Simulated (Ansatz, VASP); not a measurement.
Two plane-wave programs on ZnS

The input INCAR:

```
SYSTEM = ZnS
PREC = Accurate
ENCUT = 520
EDIFF = 1E-6
ISMEAR = 0
SIGMA = 0.05
LREAL = .FALSE.
LASPH = .TRUE.
NELM = 100
ALGO = Normal
ISIF = 2
LWAVE = .FALSE.
LCHARG = .FALSE.
GGA = PS
NBANDS = 16
```

File KPOINTS:

```
Automatic mesh
0
G
  10 10 10
  0 0 0
```

The input POSCAR:

```
ZnS
1.0
    0.0000000000      2.6782590749      2.7786937902
    2.6782590749      0.0000000000      2.7786937902
    2.6782590749      2.6782590749      0.0000000000
Zn S
1 1
Direct
    0.0000000000      0.0000000000      0.0000000000
    0.7500000000      0.7500000000      0.7500000000
```

Input for Ansatz:

```yaml
crystal:
  lattice:
    - [0.0, 2.6782590749, 2.7786937902]
    - [2.6782590749, 0.0, 2.7786937902]
    - [2.6782590749, 2.6782590749, 0.0]
  atoms:
    - { symbol: Zn, position: [0.0, 0.0, 0.0] }
    - { symbol: S, position: [0.75, 0.75, 0.75] }
basis:
  ecutwfc: 420
kpoints:
  mp_grid: { grid: [10, 10, 10] }
hamiltonian:
  xc: pbesol
scf:
  occupations: { method: gaussian, width: 0.05 }
output:
  forces: true
  stress: true
  eigenvalues: true
```

Change from the starting cell: strain +0.0375 x Voigt [0, 0, 1, 0, 0, 0], atoms carried along.

Alike in both runs: task single point; functional PBEsol; k mesh 10 × 10 × 10; occupations gaussian, width 0.05 eV; no spin polarisation.

|  | VASP | Ansatz |
| --- | --- | --- |
| version | VASP 6.6.1 | Ansatz 0.2.0 |
| potentials or method | VASP PAW PBE potentials, release 64 (Zn, S), cutoff 520 eV | scalar-relativistic, plane waves, PAW |
| valence electrons in the cell | 18 | 18 |

Ansatz gave:

```
gap on the k mesh at the Fermi level (eV)                     : 1.88
least direct gap on the mesh (eV)                             : 1.88
pressure (GPa)                                                : -2.7
traceless stress, the component that is largest in VASP (GPa) : -1.14
```

Question: Which values does VASP return?

Answer: gap on the k mesh at the Fermi level (eV): 1.88; least direct gap on the mesh (eV): 1.88; pressure (GPa): -2.5; traceless stress, the component that is largest in VASP (GPa): -1.13.

VASP's potentials were made for PBE, not for PBEsol.
